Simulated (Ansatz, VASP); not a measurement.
## CdF2 in VASP and in Ansatz

```
Cd F
1.0
     0.00000    2.70052    2.70052
     2.70052    0.00000    2.70052
     2.70052    2.70052    0.00000
Cd F
1 2
Direct
  0.84250 0.05250 0.05250
  0.40750 0.19750 0.19750
  0.75000 0.75000 0.75000
```

Change from the starting cell: shortest bond scaled by 0.58, PAW files.

Alike in both runs: task electric field gradients; functional PBE; k mesh 7 × 7 × 7; occupations fermi-dirac, width 0.03 eV; no spin polarisation.

```csv
,VASP,Ansatz
version,VASP 6.6.1,Ansatz 0.2.0
potentials or method,"VASP PAW PBE potentials, release 64 (Cd_sv_GW, F)","PAW with Ansatz's default frozen-core files, scalar-relativistic"
plane-wave cutoff (eV),520,420
valence electrons in the cell,34,34
```

|  | VASP | Ansatz | Ansatz less VASP |
| --- | --- | --- | --- |
| rms of the force components (eV/Å) | 33.041 | 31.578 | -1.4625 |
| size of Vzz on the site where it differs most (V/Å²) | 473.0 | 454.0 | -19.04 |

Atom by atom the forces differ by 1.463 eV/Å (rms over components).

Noted on VASP's run: the cell as given lies far from equilibrium.
